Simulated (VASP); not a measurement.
A run of VASP 6.6.1:

Contents of POSCAR:

```
KF
1.0
    0.0000000000      2.7109365832      2.7109365832
    2.7109365832      0.0000000000      2.7109365832
    2.7109365832      2.7109365832      0.0000000000
K F
1 1
Direct
    0.0000000000      0.0000000000      0.0000000000
    0.5000000000      0.5000000000      0.5000000000
```

Contents of INCAR.step1:

```
PREC = Accurate
ENCUT = 520
ISMEAR = 0
SIGMA = 0.02
LREAL = False
LASPH = True
NELM = 100
NBANDS = 15
GGA = PE
ALGO = Normal
EDIFF = 1E-4
LWAVE = True
LCHARG = False
```

File INCAR.step2:

```
PREC = Accurate
ENCUT = 520
EDIFF = 1E-6
ISMEAR = 0
SIGMA = 0.02
LREAL = False
LASPH = True
NELM = 100
ALGO = Normal
ISIF = 2
LWAVE = False
LCHARG = True
METAGGA = R2SCAN
LMIXTAU = True
LELF = True
LVHAR = True
NBANDS = 15
ISTART = 1
```

The input KPOINTS:

```
regular mesh
0
Gamma
  8 8 8
```

Potentials or basis: VASP PAW PBE potentials, release 64 (K_sv, F).

The run is started by

```bash
$ cat potpaw_PBE.64/K_sv/POTCAR potpaw_PBE.64/F/POTCAR > POTCAR
$ cp INCAR.step1 INCAR
$ mpirun -np 1 vasp_std > vasp.out
$ cp INCAR.step2 INCAR
$ mpirun -np 1 vasp_std > vasp.out
```

Hardware: 1 thread of Intel(R) Xeon(R) Platinum 8559C (Emerald Rapids) (shared host).

Problem. Estimate the wall time of this run.

Solution. Wall time 55 s on 1 thread of Intel(R) Xeon(R) Platinum 8559C (Emerald Rapids), on a shared host, peak memory 0.17 GiB. Counts: k points 29.
